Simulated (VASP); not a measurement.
The system is AlN.

```
Al N
1.0
     3.19250    0.00000    0.00000
    -1.59625    2.76479    0.00000
     0.00000    0.00000    4.41490
Al N
2 2
Direct
  0.33333 0.66667 0.00173
  0.66667 0.33333 0.50173
  0.33333 0.66667 0.38327
  0.66667 0.33333 0.88327
```

| Property | Result |
| --- | --- |
| Program | VASP 6.6.1 |
| Task | relaxation of the atoms |
| Functional | PBE |
| Potentials or basis | VASP PAW PBE potentials, release 64 (Al, N) |
| Cutoff | 520 eV |
| k mesh | 9 × 9 × 6 |
| Occupations | gaussian, width 0.05 eV |
| Spin | no spin polarisation |

At the start: pressure 25.6 GPa; volume 9.74 Å³/atom.

Where does the relaxation end?

Over 5 steps the energy falls by 165.2 meV/atom; space group P6_3mc (No. 186, to 0.1 Å) before and after.

Step by step:
| step | energy change (eV) | largest force (eV/Å) | pressure (GPa) |
| --- | --- | --- | --- |
| 1 | 0.0000 | 3.9922 | 25.56 |
| 2 | -0.5499 | 0.3993 | 10.41 |
| 3 | -0.6607 | 0.0468 | 13.24 |
| 4 | -0.6598 | 0.0861 | 12.72 |
| 5 | -0.6609 | 0.0022 | 13.03 |

Final structure:
```
Al N
1.0
     3.19250    0.00000    0.00000
    -1.59625    2.76479    0.00000
     0.00000    0.00000    4.41490
Al N
2 2
Direct
  0.33333 0.66667 0.97735
  0.66667 0.33333 0.47735
  0.33333 0.66667 0.40765
  0.66667 0.33333 0.90765
```
